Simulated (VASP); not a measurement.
# Li6Be2Nb (Fm-3m) in VASP: a series of runs, part 2 of 2

VASP 6.6.1. Earlier steps stand in the parts before.

### 4 Relaxation of cell and atoms, PBE

Input file INCAR:

```
PREC     = Accurate       # precision mode
ENCUT    = 600            # plane-wave cutoff, eV
EDIFF    = 1E-7           # SCF threshold, eV
ISMEAR   = 0              # smearing method
SIGMA    = 0.1            # smearing width, eV
LREAL    = F              # projectors in reciprocal space
LASPH    = T              # aspherical terms in the spheres
NELM     = 80             # most SCF steps
ALGO     = Normal         # electronic algorithm
ISIF     = 3              # what is computed and relaxed
LWAVE    = F              # write WAVECAR
LCHARG   = F              # write CHGCAR
GGA      = PE             # functional
IBRION   = 2              # ionic algorithm
NSW      = 90             # ionic steps
EDIFFG   = -0.04          # ionic threshold
```

Input file KPOINTS:

```
regular mesh
0
Gamma
  4 4 4
```

Input file POSCAR:

```
Li6Be2Nb
1.0
    0.0000000000      3.5988425500      3.5988425500
    3.5988425500      0.0000000000      3.5988425500
    3.5988425500      3.5988425500      0.0000000000
Li Be Nb
6 2 1
Direct
    0.2150038000      0.7849962000      0.2150038000
    0.2150038000      0.7849962000      0.7849962000
    0.7849962000      0.2150038000      0.2150038000
    0.7849962000      0.7849962000      0.2150038000
    0.2150038000      0.2150038000      0.7849962000
    0.7849962000      0.2150038000      0.7849962000
    0.2500000000      0.2500000000      0.2500000000
    0.7500000000      0.7500000000      0.7500000000
    0.0000000000      0.0000000000      0.0000000000
```

Potentials or basis: VASP PAW PBE potentials, release 64 (Li_sv, Be, Nb_sv).

The run is started by

```sh
cat potpaw_PBE.64/Li_sv/POTCAR potpaw_PBE.64/Be/POTCAR potpaw_PBE.64/Nb_sv/POTCAR > POTCAR
mpirun -np 1 vasp_std > vasp.out
```

OUTCAR:

```text
PREC = Accurate
   ENCUT = 600
   EDIFF = 1E-7
   ISMEAR = 0
   LREAL = F
   LASPH = T
   NELM = 80
   ISIF = 3
   GGA = PE
   IBRION = 2
   NSW = 90
   EDIFFG = -0.04

 ion  position               nearest neighbor table
   1  0.215  0.785  0.215-   9 1.55   3 2.19   4 2.19   5 2.19   2 2.19
   2  0.215  0.785  0.785-   9 1.55   4 2.19   5 2.19   6 2.19   1 2.19
   3  0.785  0.215  0.215-   9 1.55   4 2.19   5 2.19   6 2.19   1 2.19
   4  0.785  0.785  0.215-   9 1.55   2 2.19   3 2.19   6 2.19   1 2.19
   5  0.215  0.215  0.785-   9 1.55   2 2.19   3 2.19   6 2.19   1 2.19
   6  0.785  0.215  0.785-   9 1.55   3 2.19   4 2.19   5 2.19   2 2.19
   7  0.250  0.250  0.250-
   8  0.750  0.750  0.750-
   9  0.000  0.000  0.000-   1 1.55   2 1.55   3 1.55   4 1.55   5 1.55   6 1.55

  LATTYP: Found a face centered cubic cell.
 ALAT       =     7.1976851000

  Lattice vectors:

 A1 = (   0.0000000000,   3.5988425500,   3.5988425500)
 A2 = (   3.5988425500,   0.0000000000,   3.5988425500)
 A3 = (   3.5988425500,   3.5988425500,   0.0000000000)

Analysis of symmetry for initial positions (statically):
=====================================================================
 Subroutine PRICEL returns:
 Original cell was already a primitive cell.

 Routine SETGRP: Setting up the symmetry group for a
 face centered cubic supercell.

 Subroutine GETGRP returns: Found 48 space group operations
 (whereof 48 operations were pure point group operations)
 out of a pool of 48 trial point group operations.

The static configuration has the point symmetry O_h .

Analysis of symmetry for dynamics (positions and initial velocities):
=====================================================================
 Subroutine PRICEL returns:
 Original cell was already a primitive cell.

 Routine SETGRP: Setting up the symmetry group for a
 face centered cubic supercell.

 Subroutine GETGRP returns: Found 48 space group operations
 (whereof 48 operations were pure point group operations)
 out of a pool of 48 trial point group operations.

[... 121 lines left out ...]
   LORBIT       =      0    0 simple, 1 ext, 2 COOP (PROOUT), +10 PAW based schemes
   GGA     = PE    functional components
   LHFCALC =     F    Hartree Fock is set to
   AEXX    =    0.0000 exact exchange contribution
   IVDW    =     0    specifies the selected vdW correction
   LEPSILON=     F    determine dielectric tensor
   LRPA    =     F    only Hartree local field effects (RPA)
 conjugate gradient relaxation of ions
 non-spin polarized calculation
 Gauss-broadening in eV      SIGMA  =   0.10
  energy-cutoff  :      600.00
  volume of cell :       93.22
 maximum number of plane-waves:      3138
 NGX is ok and might be reduce to    42
   NGX = 21   NGY = 21   NGZ = 21

--------------------------------------- Ionic step        1  -------------------------------------------

 number of electron      35.0000026 magnetization

 Free energy of the ion-electron system (eV)
  ---------------------------------------------------
  ext. energy  EPLUGINS =         0.00000000
  ---------------------------------------------------
  free energy    TOTEN  =         2.52545226 eV

  energy without entropy =        2.55534743  energy(sigma->0) =        2.54039984

------------------------ aborting loop because EDIFF is reached ----------------------------------------

  FORCE on cell =-STRESS in cart. coord.  units (eV):
  Direction    XX          YY          ZZ          XY          YZ          ZX
  --------------------------------------------------------------------------------------
  -------------------------------------------------------------------------------------
  Total       41.6413736     41.6413736     41.6413736     -0.0000000      0.0000000     -0.0000000
  in kB      715.6770551    715.6770551    715.6770551     -0.0000000      0.0000000     -0.0000000
  external PRESSURE =     715.6770551 kB  Pullay stress =       0.0000000 kB
[... 30 lines left out ...]
--------------------------------------- Ionic step        2  -------------------------------------------

 number of electron      34.9999940 magnetization

 E-fermi :   1.7289     XC(G=0):  -7.9968

 val. band max:        1.7145081238   @ k =   0.5000   0.5000   0.0000
 cond. band min:       1.7508545867   @ k =   0.2500   0.2500   0.0000
 fundamental gap:      0.0363464630
 Fermi energy:         1.7288794248

 k-point     1 :       0.0000    0.0000    0.0000
  band No.  band energies     occupation
      1     -53.3470      2.00000
      2     -44.4909      2.00000
      3     -44.4039      2.00000
      4     -44.4039      2.00000
      5     -44.4039      2.00000
      6     -44.3621      2.00000
[... 489 lines left out ...]
--------------------------------------- Ionic step        9  -------------------------------------------

 number of electron      35.0000000 magnetization

 Free energy of the ion-electron system (eV)
  ---------------------------------------------------
  ext. energy  EPLUGINS =         0.00000000
  ---------------------------------------------------
  free energy    TOTEN  =       -19.97597831 eV

  energy without entropy =      -19.89198704  energy(sigma->0) =      -19.93398268

 E-fermi :   2.5644     XC(G=0):  -8.5853

 val. band max:        2.5361539084   @ k =   0.2500   0.2500   0.0000
 cond. band min:       2.5680429065   @ k =  -0.2500   0.5000   0.2500
 fundamental gap:      0.0318889981
 Fermi energy:         2.5643853507

 k-point     1 :       0.0000    0.0000    0.0000
  band No.  band energies     occupation
      1     -52.0713      2.00000
      2     -43.2693      2.00000
      3     -43.2097      2.00000
      4     -43.2097      2.00000
      5     -43.2097      2.00000
      6     -43.1784      2.00000
[... 225 lines left out ...]
  FREE ENERGIE OF THE ION-ELECTRON SYSTEM (eV)
  ---------------------------------------------------
  free  energy   TOTEN  =       -19.9759783144 eV

  energy  without entropy=      -19.8919870366  energy(sigma->0) =      -19.93398268

 reached required accuracy - stopping structural energy minimisation
```

Wall time 10 min (1 thread of AMD EPYC 7R13, shared host); peak memory 0.24 GiB.

What came out:

| Quantity | Value |
| --- | --- |
| Free energy | -19.9760 eV |
| Relaxed volume | 15.66 Å³/atom |
| Relaxed cell | a = 5.842 Å, b = 5.842 Å, c = 5.842 Å, α = 60.00°, β = 60.00°, γ = 60.00° |
| Space group after relaxing (to 0.05 Å) | Fm-3m (No. 225) |
| Energy gained by relaxing | 2500.2 meV/atom |
| Ionic steps | 9 |
| Pressure after relaxing | 0.1 GPa |
| Largest force after relaxing | 0.016 eV/Å |

Forces on the atoms (eV/Å):
```
Li   0.000  0.016  0.000
Li  -0.016  0.000  0.000
Li   0.016  0.000  0.000
Li   0.000  0.000 -0.016
Li   0.000  0.000  0.016
Li   0.000 -0.016  0.000
Be   0.000  0.000  0.000
Be   0.000  0.000  0.000
Nb   0.000  0.000  0.000
```

Step by step:
| step | energy change (eV) | largest force (eV/Å) | pressure (GPa) | volume (Å³) |
| --- | --- | --- | --- | --- |
| 1 | 0.0000 | 14.2291 | 71.57 | 93.22 |
| 2 | -21.1137 | 1.5140 | -5.39 | 170.62 |
| 3 | -22.4153 | 0.5148 | 0.54 | 140.46 |
| 4 | -22.4831 | 0.0569 | -1.09 | 146.03 |
| 5 | -22.4840 | 0.1513 | -0.77 | 144.82 |
| 6 | -22.4946 | 0.1101 | -0.41 | 143.15 |
| 7 | -22.5007 | 0.0416 | 0.17 | 140.59 |
| 8 | -22.5007 | 0.0440 | 0.15 | 140.67 |
| 9 | -22.5014 | 0.0161 | 0.06 | 140.98 |

Final structure:
```cif
data_structure
_symmetry_space_group_name_H-M 'P 1'
_symmetry_Int_Tables_number 1
_cell_length_a 5.8420
_cell_length_b 5.8420
_cell_length_c 5.8420
_cell_angle_alpha 60.000
_cell_angle_beta 60.000
_cell_angle_gamma 60.000
_cell_volume 140.98
loop_
_atom_site_label
_atom_site_type_symbol
_atom_site_fract_x
_atom_site_fract_y
_atom_site_fract_z
_atom_site_occupancy
Li1 Li 0.29002 0.70998 0.29002 1
Li2 Li 0.29002 0.70998 0.70998 1
Li3 Li 0.70998 0.29002 0.29002 1
Li4 Li 0.70998 0.70998 0.29002 1
Li5 Li 0.29002 0.29002 0.70998 1
Li6 Li 0.70998 0.29002 0.70998 1
Be1 Be 0.25000 0.25000 0.25000 1
Be2 Be 0.75000 0.75000 0.75000 1
Nb1 Nb 0.00000 0.00000 0.00000 1
```

Caveat: the k points lie up to 0.33 Å⁻¹ apart in the final cell; the cutoff is under 1.25 times the usual one of these potentials, so pressure, stress and relaxed cells hold a basis-set (Pulay) error; the volume moved by over 15 % at a fixed basis, so the end points are rough.

### 5 Overview

| task | cell | cutoff (eV) | gap on the mesh (eV) | largest force (eV/Å) |
| --- | --- | --- | --- | --- |
| single point | a = 5.090 Å, angles 60.0°, 9 atoms | 520 | none | 14.29 |
| single point | a = 5.928 Å, angles 60.0°, 9 atoms | 520 | none | - |
| relaxation of cell and atoms | relaxed from a = 5.090 Å, angles 60.0°, 9 atoms | 600 | none | 0.02 |

Alike in all rows: level PBE; potentials or basis VASP PAW PBE potentials, release 64 (Li_sv, Be, Nb_sv); no spin polarisation; k mesh 4 × 4 × 4; smearing gaussian 0.1 eV.

Caveats: some runs use coarse meshes; the cutoff is under 1.25 times the usual one of these potentials, so pressure, stress and relaxed cells hold a basis-set (Pulay) error; forces of over 1 eV/Å act on the atoms, so gaps and moduli don't describe the material at rest (some runs); the volume moved by over 15 % at a fixed basis, so the end points are rough (some runs).

Total energies depend on the potentials used, so only differences within one code and one set of settings carry meaning.
